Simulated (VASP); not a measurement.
# Cu (Cmcm) in VASP: settings compared

Aim: see how the results for Cu move with the level of theory and the settings. Levels: PBEsol, PBE. Tasks: single point.

Program: VASP 6.6.1. These are calculated values, not measurements. Logs are shortened: lines on timing, memory, paths and dates and some standing lists are left out, and cuts for length are marked.

## (1) The cell of the first run

Symmetry: Cmcm, No. 63, orthorhombic system. The conventional cell has a = 2.419 Å, b = 7.863 Å, c = 2.464 Å, α = 90.00°, β = 90.00°, γ = 90.00°. Within 3.2 Å of Cu (site symmetry m2m) lie 10 Cu at 2.42 to 2.51 Å.

## (2) Single point, PBEsol

Input file INCAR:

```
SYSTEM = Cu
PREC = Accurate
ENCUT = 520
EDIFF = 1E-6
ISMEAR = -1
SIGMA = 0.05
LREAL = .False.
LASPH = .True.
NELM = 80
ALGO = Normal
ISIF = 2
LWAVE = .False.
LCHARG = .False.
GGA = PS
NBANDS = 18
```

Input file KPOINTS:

```
regular mesh
0
Gamma
  11 11 11
  0 0 0
```

Input file POSCAR:

```
Cu
1.0
    1.2097053017     -3.9315673059      0.0000000000
    1.2097053017      3.9315673059      0.0000000000
    0.0000000000      0.0000000000      2.4640871658
Cu
2
Direct
    0.8662607187      0.1337392813      0.7500000000
    0.1337392813      0.8662607187      0.2500000000
```

Potentials or basis: VASP PAW PBE potentials, release 64 (Cu).

Started as:

```bash
cat potpaw_PBE.64/Cu/POTCAR > POTCAR
mpirun -np 1 vasp_std > vasp.out
```

OUTCAR:

```text
SYSTEM = Cu
   PREC = Accurate
   ENCUT = 520
   EDIFF = 1E-6
   ISMEAR = -1
   LREAL = .False.
   LASPH = .True.
   NELM = 80
   ISIF = 2
   GGA = PS

 ion  position               nearest neighbor table
   1  0.866  0.134  0.750-   2 2.44   2 2.44   2 2.51   2 2.51   2 2.51   2 2.51
   2  0.134  0.866  0.250-   1 2.44   1 2.44   1 2.51   1 2.51   1 2.51   1 2.51

  LATTYP: Found a base centered orthorhombic cell.
 ALAT       =     2.4194106034
 B/A-ratio  =     3.2500207285
 C/A-ratio  =     1.0184658868

  Lattice vectors:

 A1 = (   1.2097053017,  -3.9315673059,   0.0000000000)
 A2 = (   1.2097053017,   3.9315673059,   0.0000000000)
 A3 = (   0.0000000000,   0.0000000000,   2.4640871658)

Analysis of symmetry for initial positions (statically):
=====================================================================
 Subroutine PRICEL returns:
 Original cell was already a primitive cell.

 Routine SETGRP: Setting up the symmetry group for a
 base centered orthorhombic supercell.

 Subroutine GETGRP returns: Found  8 space group operations
 (whereof  4 operations were pure point group operations)
 out of a pool of  8 trial point group operations.

The static configuration has the point symmetry C_2h.
 The point group associated with its full space group is D_2h.

Analysis of symmetry for dynamics (positions and initial velocities):
=====================================================================
 Subroutine PRICEL returns:
 Original cell was already a primitive cell.

 Routine SETGRP: Setting up the symmetry group for a
 base centered orthorhombic supercell.

 Subroutine GETGRP returns: Found  8 space group operations
 (whereof  4 operations were pure point group operations)
 out of a pool of  8 trial point group operations.

The dynamic configuration has the point symmetry C_2h.
 The point group associated with its full space group is D_2h.

 Subroutine INISYM returns: Found  8 space group operations
 (whereof  4 operations are pure point group operations),
 and found     1 'primitive' translations

----------------------------------------------------------------------------------------

                                     Primitive cell

  volume of cell :      23.4386

  direct lattice vectors                    reciprocal lattice vectors
     1.209705302 -3.931567306  0.000000000     0.413323806 -0.127175745  0.000000000
     1.209705302  3.931567306  0.000000000     0.413323806  0.127175745  0.000000000
     0.000000000  0.000000000  2.464087166     0.000000000  0.000000000  0.405829799

  length of vectors
     4.113466713  4.113466713  2.464087166     0.432446805  0.432446805  0.405829799

  position of ions in fractional coordinates (direct lattice)
     0.866260719  0.133739281  0.750000000
     0.133739281  0.866260719  0.250000000

  ion indices of the primitive-cell ions
   primitive index   ion index
                 1           1
                 2           2

----------------------------------------------------------------------------------------

 KPOINTS: regular mesh

Automatic generation of k-mesh.
 Grid dimensions read from file:
 generate k-points for:   11   11   11

 Generating k-lattice:

  Cartesian coordinates                     Fractional coordinates (reciprocal lattice)
     0.037574891 -0.011561431  0.000000000     0.090909091 -0.000000000  0.000000000
     0.037574891  0.011561431  0.000000000    -0.000000000  0.090909091  0.000000000
     0.000000000  0.000000000  0.036893618     0.000000000  0.000000000  0.090909091

  Length of vectors
     0.039313346  0.039313346  0.036893618

  Shift w.r.t. Gamma in fractional coordinates (k-lattice)
     0.000000000  0.000000000  0.000000000

 Subroutine IBZKPT returns following result:
 ===========================================

 Found    216 irreducible k-points:

 Following reciprocal coordinates:
            Coordinates               Weight
  0.000000  0.000000  0.000000      1.000000
  0.090909  0.000000  0.000000      4.000000
  0.181818  0.000000  0.000000      4.000000
  0.272727  0.000000  0.000000      4.000000
  0.363636  0.000000  0.000000      4.000000
  0.454545  0.000000  0.000000      4.000000
[... 16 lines left out ...]
 -0.272727  0.181818  0.000000      4.000000
 -0.181818  0.181818  0.000000      2.000000
 [... further k-points ...]
   k-points           NKPTS =    216   k-points in BZ     NKDIM =    216   number of bands    NBANDS=     18
   number of dos      NEDOS =    301   number of ions     NIONS =      2
   total plane-waves  NPLWV =  18432
   dimension x,y,z NGX =    32 NGY =   32 NGZ =   18
   dimension x,y,z NGXF=    64 NGYF=   64 NGZF=   36
   ions per type =               2
   NGX,Y,Z   is equivalent  to a cutoff of  12.93, 12.93, 12.14 a.u.
   NGXF,Y,Z  is equivalent  to a cutoff of  25.87, 25.87, 24.29 a.u.
 SYSTEM =  Cu
   PREC   = accura    normal or accurate (medium, high low for compatibility)
   ISTART =      0    job   : 0-new  1-cont  2-samecut
   ICHARG =      2    charge: 1-file 2-atom 10-const
   ISPIN  =      1    spin polarized calculation?
   LNONCOLLINEAR =      F non collinear calculations
   LSORBIT =      F    spin-orbit coupling
   LASPH  =      T    aspherical Exc in radial PAW
   ENCUT  =  520.0 eV  38.22 Ry    6.18 a.u.   7.65  7.65  4.58*2*pi/ulx,y,z
   NELM   =     80;   NELMIN=  2; NELMDL= -5     # of ELM steps
   EDIFF  = 0.1E-05   stopping-criterion for ELM
   LREAL  =      F    real-space projection
   EDIFFG = 0.1E-04   stopping-criterion for IOM
   NSW    =      0    number of steps for IOM
   IBRION =     -1    ionic relax: 0-MD 1-quasi-New 2-CG
   NFREE  =      0    steps in history (QN), initial steepest desc. (CG)
   ISIF   =      2    stress and relaxation
   ISYM   =      2    0-nonsym 1-usesym 2-fastsym
   POTIM  = 0.5000    time-step for ionic-motion
   TEBEG  =    0.0;   TEEND  =   0.0 temperature during run
   PSTRESS=    0.0 pullay stress
   NELECT =      22.0000    total number of electrons
   NUPDOWN=      -1.0000    fix difference up-down
   EMIN   =  10.00;   EMAX   =-10.00  energy-range for DOS
   EFERMI =   0.00;   METHOD = LEGACY
   ISMEAR =    -1;   SIGMA  =   0.05  broadening in eV -4-tet -1-fermi 0-gaus
   EFERMI_NEDOS =   21; number of points for ismear=-14 and -15
   IALGO  =     38    algorithm
   IMIX   =      4    mixing-type and parameters
     AMIX     =   0.40;   BMIX     =  1.00
     AMIX_MAG =   1.60;   BMIX_MAG =  1.00
  volume/ion in A,a.u.               =      11.72        79.09
  Fermi-wavevector in a.u.,A,eV,Ry     =   1.602896  3.029034 34.957105  2.569275
  Thomas-Fermi vector in A             =   2.699644
   LORBIT       =      0    0 simple, 1 ext, 2 COOP (PROOUT), +10 PAW based schemes
   GGA     = PS    functional components
   LHFCALC =     F    Hartree Fock is set to
   AEXX    =    0.0000 exact exchange contribution
   IVDW    =     0    specifies the selected vdW correction
   LEPSILON=     F    determine dielectric tensor
   LRPA    =     F    only Hartree local field effects (RPA)
 non-spin polarized calculation
  energy-cutoff  :      520.00
  volume of cell :       23.44
 maximum number of plane-waves:       654
   NGX = 15   NGY = 15   NGZ =  9

 number of electron      21.9999983 magnetization

 Free energy of the ion-electron system (eV)
  ---------------------------------------------------
  ext. energy  EPLUGINS =         0.00000000
  ---------------------------------------------------
  free energy    TOTEN  =        -8.30335487 eV

  energy without entropy =       -8.29940077  energy(sigma->0) =       -8.30137782

 E-fermi :   7.5059     XC(G=0): -12.9186

 val. band max:        7.4865744958   @ k =  -0.3636   0.3636   0.3636
 cond. band min:       7.5446075917   @ k =   0.4545   0.0909   0.1818
 fundamental gap:      0.0580330960
 Fermi energy:         7.5058983600

 k-point     1 :       0.0000    0.0000    0.0000
  band No.  band energies     occupation
      1      -1.9567      2.00000
      2       2.3991      2.00000
      3       3.1836      2.00000
      4       3.6803      2.00000
      5       4.3812      2.00000
      6       4.7056      2.00000
[... 10 lines left out ...]
     17      27.2248      0.00000
     18      29.3011      0.00000

 k-point     2 :       0.0909    0.0000    0.0000
  band No.  band energies     occupation
      1      -1.7145      2.00000
      2       2.4899      2.00000
      3       3.2751      2.00000
      4       3.7652      2.00000
      5       4.4094      2.00000
      6       4.6918      2.00000
[... 10 lines left out ...]
     17      27.8584      0.00000
     18      31.0502      0.00000

 k-point     3 :       0.1818    0.0000    0.0000
  band No.  band energies     occupation
      1      -1.0088      2.00000
      2       2.7100      2.00000
      3       3.5117      2.00000
      4       3.9625      2.00000
      5       4.3709      2.00000
      6       4.4830      2.00000
[... 10 lines left out ...]
     17      28.1797      0.00000
     18      31.5074      0.00000

 k-point     4 :       0.2727    0.0000    0.0000
  band No.  band energies     occupation
      1       0.0795      2.00000
      2       2.9250      2.00000
      3       3.6885      2.00000
      4       3.7778      2.00000
      5       4.4438      2.00000
      6       4.5683      2.00000
[... 375 lines left out ...]
      4       4.0032      2.00000
      5       4.1146      2.00000
      6       4.6616      2.00000
[... 10 lines left out ...]
     17      28.4575      0.00000
     18      29.1831      0.00000

 k-point    23 :      -0.2727    0.1818    0.0000
  band No.  band energies     occupation
      1      -1.2200      2.00000
      2       2.3211      2.00000
      3       3.1570      2.00000
      4       3.8391      2.00000
      5       4.4168      2.00000
      6       4.5726      2.00000
[... 10 lines left out ...]
     17      28.1069      0.00000
     18      29.6000      0.00000

 k-point    24 :      -0.1818    0.1818    0.0000
  band No.  band energies     occupation
      1      -1.6216      2.00000
      2       2.2957      2.00000
      3       3.1061      2.00000
      4       3.7340      2.00000
      5       4.4951      2.00000
      6       4.5753      2.00000
[... 10 lines left out ...]
     17      29.0408      0.00000
     18      29.1424      0.00000

 [... further k-points ...]

------------------------ aborting loop because EDIFF is reached ----------------------------------------

  FORCE on cell =-STRESS in cart. coord.  units (eV):
  Direction    XX          YY          ZZ          XY          YZ          ZX
  --------------------------------------------------------------------------------------
  -------------------------------------------------------------------------------------
  Total        0.3845622      0.4069919      0.4056774      0.0000000     -0.0000000      0.0000000
  in kB       26.2872879     27.8205016     27.7306494      0.0000000     -0.0000000      0.0000000
  external PRESSURE =      27.2794796 kB  Pullay stress =       0.0000000 kB

 VOLUME and BASIS-vectors are now :
 -----------------------------------------------------------------------------
  energy-cutoff  :      520.00
  volume of cell :       23.44
      direct lattice vectors                 reciprocal lattice vectors
     1.209705302 -3.931567306  0.000000000     0.413323806 -0.127175745  0.000000000
     1.209705302  3.931567306  0.000000000     0.413323806  0.127175745  0.000000000
     0.000000000  0.000000000  2.464087166     0.000000000  0.000000000  0.405829799

 POSITION                                       TOTAL-FORCE (eV/Angst)
 -----------------------------------------------------------------------------------
      1.20971     -2.87996      1.84807         0.000000     -0.004270      0.000000
      1.20971      2.87996      0.61602         0.000000      0.004270      0.000000
 -----------------------------------------------------------------------------------
    total drift:                                0.000000      0.000000      0.000000

  FREE ENERGIE OF THE ION-ELECTRON SYSTEM (eV)
  ---------------------------------------------------
  free  energy   TOTEN  =        -8.3033548728 eV

  energy  without entropy=       -8.2994007749  energy(sigma->0) =       -8.30137782
```

It took 1.9 min on 1 thread of AMD EPYC 7R13, shared host; peak memory 0.17 GiB.

What came out:

```yaml
Free_energy: -8.3034 eV
Pressure: 2.7 GPa
Largest_force: 0.004 eV/Å
Band_gap_on_the_k_mesh: zero (bands 11 and 12 overlap by 5.45 eV)
```

Forces in eV/Å, atoms in the order of the input:
```
Cu   0.000 -0.004  0.000
Cu   0.000  0.004  0.000
```

Levels at points of the mesh, in eV from the Fermi level:
```
           k point  band 9  band 10  band 11  band 12  band 13  band 14
(0.00, 0.00, 0.00)   -1.86    -1.72    -1.46    -0.09     4.99    14.75
```

Caveat: the PAW data sets were made with another functional, which shifts forces and pressure a little.

## (3) Single point, PBE

This run uses another cell than the first one, of 11.99 Å³/atom.

Input file INCAR:

```
PREC = Accurate
ENCUT = 520
EDIFF = 1E-6
ISMEAR = 1
SIGMA = 0.1
LREAL = False
LASPH = True
NELM = 100
ALGO = Normal
ISIF = 2
LWAVE = False
LCHARG = True
GGA = PE
LELF = True
LVHAR = True
NBANDS = 18
```

Input file KPOINTS:

```
Automatic mesh
0
Gamma
  8 8 8
```

Input file POSCAR:

```
Cu
1.0
    1.2184636900     -3.9763780104      0.0000000000
    1.2184636900      3.9763780104      0.0000000000
    0.0000000000      0.0000000000      2.4754955235
Cu
2
Direct
    0.8661333500      0.1338666500      0.7500000000
    0.1338666500      0.8661333500      0.2500000000
```

Potentials or basis: VASP PAW PBE potentials, release 64 (Cu).

Started as:

```bash
cat potpaw_PBE.64/Cu/POTCAR > POTCAR
mpirun -np 1 vasp_std > vasp.out
```

It took 44 s on 1 thread of Intel Xeon 8259CL, shared host; peak memory 0.17 GiB.

The run converged. Its results:

| Property | Result |
| --- | --- |
| Free energy | -7.1297 eV |
| Pressure | 7.0 GPa |
| Largest force | 0.047 eV/Å |
| Band gap on the k mesh | zero (bands 11 and 12 overlap by 5.38 eV) |

Forces on the atoms (eV/Å):
```
Cu   0.000 -0.047  0.000
Cu   0.000  0.047  0.000
```

Stress tensor (GPa, compression positive):
```
7.75 0.00 0.00
0.00 6.76 0.00
0.00 0.00 6.42
```

Levels at points of the mesh, in eV from the Fermi level:
```
           k point  band 8  band 9  band 10  band 11  band 12  band 13  band 14  band 15
(0.00, 0.00, 0.00)   -2.06   -1.87    -1.74    -1.49    -0.08     4.78    14.74    18.39
(0.50, 0.00, 0.00)   -2.53   -2.16    -1.70    -0.50     1.26     2.51     6.85    12.88
(0.50, 0.50, 0.00)   -2.35   -2.33    -1.97    -1.64    -1.56    13.60    15.26    15.55
(0.00, 0.00, 0.50)   -2.76   -1.75    -1.75    -0.05    -0.05     8.17     8.17     9.40
(0.50, 0.00, 0.50)   -1.86   -1.31    -1.31     3.70     3.70     7.47     7.47     9.64
(0.50, 0.50, 0.50)   -2.02   -1.60    -1.60    -0.98    -0.98     3.67     3.67    17.89
```

Caveat: the cell stands under pressure.

(Continued in part 2 of 2.)
